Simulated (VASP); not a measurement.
Here is a VASP 6.6.1 calculation.

The input INCAR:

```
  PREC = Accurate
  ENCUT = 520
  EDIFF = 1E-7
  ISMEAR = 0
  SIGMA = 0.1
  LREAL = False
  LASPH = True
  NELM = 100
  ALGO = Normal
  ISIF = 2
  LWAVE = False
  LCHARG = False
  GGA = PS
  NBANDS = 36
```

Contents of KPOINTS:

```
regular mesh
0
Gamma
  12 12 6
```

File POSCAR:

```
Ge
1.0
    3.8704920710      0.0000000000      0.0000000000
   -1.9352460355      3.3519444586      0.0000000000
    0.0000000000      0.0000000000      6.4014009323
Ge
4
Direct
    0.6666666667      0.3333333333      0.0632761811
    0.3333333333      0.6666666667      0.5632761811
    0.6666666667      0.3333333333      0.4367238189
    0.3333333333      0.6666666667      0.9367238189
```

Potentials or basis: VASP PAW PBE potentials, release 64 (Ge_d).

Launch:

```sh
$ cat potpaw_PBE.64/Ge_d/POTCAR > POTCAR
$ mpirun -np 1 vasp_std > vasp.out
```

(1) What does it give for the pressure?

(2) Predict the band gap on the k mesh.

Answers

(1) 7.9 GPa.

(2) zero (filled and empty bands touch).

Caveat: the cell stands under pressure; semilocal functionals underestimate gaps, so a narrow gap can read as zero; the PAW data sets were made with another functional, which shifts forces and pressure a little.
